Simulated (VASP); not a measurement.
Crystal: CoH3.

```
CELL_PARAMETERS angstrom
3.80381 0.00000 0.00000
-1.90191 3.29420 0.00000
0.00000 0.00000 5.47990
ATOMIC_POSITIONS crystal
Co 0.33333 0.66667 0.00000
Co 0.66667 0.33333 0.00000
H 0.33333 0.66667 0.32692
H 0.33333 0.66667 0.67308
H 0.66667 0.33333 0.67308
H 0.66667 0.33333 0.32692
H 0.33333 0.66667 0.50000
H 0.66667 0.33333 0.50000
```

The cell was built from a structure type or drawn by symmetry, and may not be a known phase.

* Program: VASP 6.6.1
* Task: relaxation of cell and atoms
* Functional: PBE
* Potentials or basis: VASP PAW PBE potentials, release 64 (Co, H)
* Cutoff: 600 eV
* k mesh: 4 × 4 × 2
* Occupations: gaussian, width 0.15 eV
* Spin: collinear spin, ferromagnetic start
* Starting moments: [3.0, 3.0, 0.0, 0.0, 0.0, 0.0, 0.0, 0.0] μB

At the start: pressure -1.1 GPa; volume 8.58 Å³/atom.

Q: How do energy, volume and symmetry change on relaxing?

A: Over 3 steps the energy falls by 8.0 meV/atom and the volume is 8.44 Å³/atom (-1.7 %); space group P6/mmm (No. 191, to 0.1 Å) before and after; moment 3.40 μB per cell.

The path:
```
step  energy change (eV)  largest force (eV/Å)  pressure (GPa)  volume (Å³)
   1              0.0000                0.4677           -1.11        68.67
   2             -0.0484                0.2219           -0.65        68.07
   3             -0.0637                0.0350            0.01        67.51
```

Final structure:
```
Co H
1.0
     3.81343    0.00000    0.00000
    -1.90672    3.30253    0.00000
     0.00000    0.00000    5.36034
Co H
2 6
Direct
  0.33333 0.66667 0.00000
  0.66667 0.33333 0.00000
  0.33333 0.66667 0.31886
  0.33333 0.66667 0.68114
  0.66667 0.33333 0.68114
  0.66667 0.33333 0.31886
  0.33333 0.66667 0.50000
  0.66667 0.33333 0.50000
```

Caveat: the k points lie up to 0.59 Å⁻¹ apart in the final cell; the relaxation stopped at a loose force limit of 0.08 eV/Å, so its end isn't a converged minimum.
